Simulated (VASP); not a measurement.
**Pd7Pt12Au5: single point with PBE**

The system is Pd7Pt12Au5.

```
CELL_PARAMETERS angstrom
7.37957 -0.17871 0.07961
-0.17871 7.60452 -0.14220
0.07961 -0.14220 6.99256
ATOMIC_POSITIONS crystal
Pt 0.46353 0.37404 0.59491
Pt 0.85939 0.30211 0.42331
Pt 0.95056 0.09596 0.96867
Pt 0.94173 0.78454 0.76442
Pt 0.33625 0.30436 0.94408
Pt 0.41764 0.70932 0.61495
Pt 0.73940 0.62157 0.49070
Pt 0.00940 0.47347 0.69668
Pt 0.20226 0.46606 0.35614
Pt 0.16000 0.18296 0.59904
Pt 0.50975 0.77629 0.22619
Pt 0.91434 0.42902 0.05701
Pd 0.60874 0.91104 0.84797
Pd 0.13180 0.79108 0.44650
Pd 0.24208 0.65470 0.00012
Pd 0.25167 0.96117 0.85375
Pd 0.91729 0.77590 0.13775
Pd 0.20121 0.06052 0.22320
Pd 0.71362 0.23078 0.77952
Au 0.61406 0.56133 0.90737
Au 0.82061 0.96513 0.47842
Au 0.54147 0.42020 0.22684
Au 0.46435 0.03624 0.51137
Au 0.64986 0.09932 0.17757
```

```json
{
 "Program": "VASP 6.6.1",
 "Task": "single point",
 "Functional": "PBE",
 "Potentials or basis": "VASP PAW PBE potentials, release 64 (Pt, Pd, Au)",
 "Cutoff": "520 eV",
 "k mesh": "1 × 1 × 1, shifted",
 "Occupations": "fermi-dirac, width 0.05 eV",
 "Spin": "no spin polarisation",
 "Dipole correction": "no",
 "Further INCAR settings": "LREAL = Auto; ALGO = Normal; EDIFF = 1e-06; NBANDS = 140; ISYM = 0"
}
```

```
Pressure      : 8.9 GPa
Largest force : 1.966 eV/Å
```

Forces in eV/Å, atoms in the order of the input:
```
Pt   0.062  0.156 -0.156
Pt  -0.203  0.206 -1.519
Pt   1.019  0.187 -0.002
Pt  -0.169  1.012  0.906
Pt  -1.448 -0.691  0.071
Pt  -0.482 -0.871  0.740
Pt   0.636 -0.604 -0.510
Pt   0.986  0.142  0.738
Pt  -0.700 -0.720 -0.747
Pt  -1.498 -0.023  0.051
Pt  -0.163 -0.127  0.230
Pt   0.763 -0.040  0.822
Pd  -0.041 -0.098  0.702
Pd  -0.033  0.527 -0.392
Pd  -0.272 -0.945  0.316
Pd   0.705 -0.568 -0.303
Pd  -0.690 -0.003  0.202
Pd   0.442  0.436  0.212
Pd  -0.151  0.764 -0.401
Au   0.616  1.225 -1.408
Au   0.501  0.071  0.206
Au   0.192  0.061  1.024
Au   0.031  0.108 -0.269
Au  -0.103 -0.206 -0.513
```

Stress tensor (GPa, compression positive):
```
 5.60 -2.18  0.42
-2.18 12.70  1.23
 0.42  1.23  8.26
```

Levels at points of the mesh, in eV from the Fermi level:
| k point | band 121 | band 122 | band 123 | band 124 | band 125 | band 126 |
| --- | --- | --- | --- | --- | --- | --- |
| (0.25, 0.25, 0.25) | -0.12 | -0.04 | 0.00 | 0.04 | 0.10 | 0.25 |

Run time: 6.7 min on 1 thread of AMD EPYC 7R43 64-Core Processor (Zen 3), with other jobs on the host, peak memory 0.43 GiB.

Caveat: the k points lie up to 0.90 Å⁻¹ apart; spin-orbit coupling is left out, which moves the levels of the heavy elements.
